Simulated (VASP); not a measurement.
**La: single point with PBE**

The system is La.

```
La
1.0
     0.00000    3.07317    3.07317
     3.07317    0.00000    3.07317
     3.07317    3.07317    0.00000
La
2
Direct
  0.87500 0.87500 0.87500
  0.12500 0.12500 0.12500
```

This isn't the form of La at room conditions, which is double hcp.

```yaml
Program: VASP 6.6.1
Task: single point
Functional: PBE
Potentials_or_basis: VASP PAW PBE potentials, release 64 (La)
Cutoff: 520 eV
k_mesh: 9 × 9 × 9
Occupations: fermi-dirac, width 0.05 eV
Spin: no spin polarisation
Dipole_correction: no
Further_INCAR_settings: ALGO = Normal; EDIFF = 1e-07; NBANDS = 18
```

```
Pressure               : 21.7 GPa
Band gap on the k mesh : zero (bands 11 and 12 overlap by 0.05 eV)
```

Levels at points of the mesh, in eV from the Fermi level:
```
           k point  band 7  band 8  band 9  band 10  band 11  band 12  band 13  band 14  band 15  band 16
(0.00, 0.00, 0.00)  -14.88  -14.88   -2.25    -0.95    -0.95     1.11     1.11     1.11     2.06     2.06
```

Run time: 63 s on 1 thread of Intel Xeon 8259CL, on a shared host, peak memory 0.2 GiB.

Caveat: the cell stands under pressure; spin-orbit coupling is left out, which moves the levels of the heavy elements.
